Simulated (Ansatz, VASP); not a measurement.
## One calculation of C, two programs

```xyz
4
Lattice="2.4650 0.0000 0.0000 -1.2325 2.1348 0.0000 0.0000 0.0000 6.7439" Properties=species:S:1:pos:R:3 pbc="T T T"
C     0.0000    0.0000    0.0169
C     0.0000    0.0000    3.3888
C     0.0000    1.4232    0.0169
C     1.2325    0.7116    3.3888
```

Alike in both runs: functional PBE; dispersion D3(BJ); k mesh 21 × 21 × 6; occupations gaussian, width 0.1 eV; no spin polarisation.

Ansatz relaxed the structure, and its values are those at the end. VASP's run is a single point on that final structure, the one shown.

|  | VASP | Ansatz |
| --- | --- | --- |
| version | VASP 6.6.1 | Ansatz 0.2.0 |
| potentials or method | VASP PAW PBE potentials, release 64 (C), cutoff 520 eV | scalar-relativistic, plane waves, PAW |
| valence electrons in the cell | 16 | 16 |

```tsv
	VASP	Ansatz	Ansatz less VASP
gap on the k mesh at the Fermi level (eV)	none	none	-
pressure (GPa)	0.4	0.0	-0.45
```

A gap of «none» marks a metal or a gap that the smearing closes.
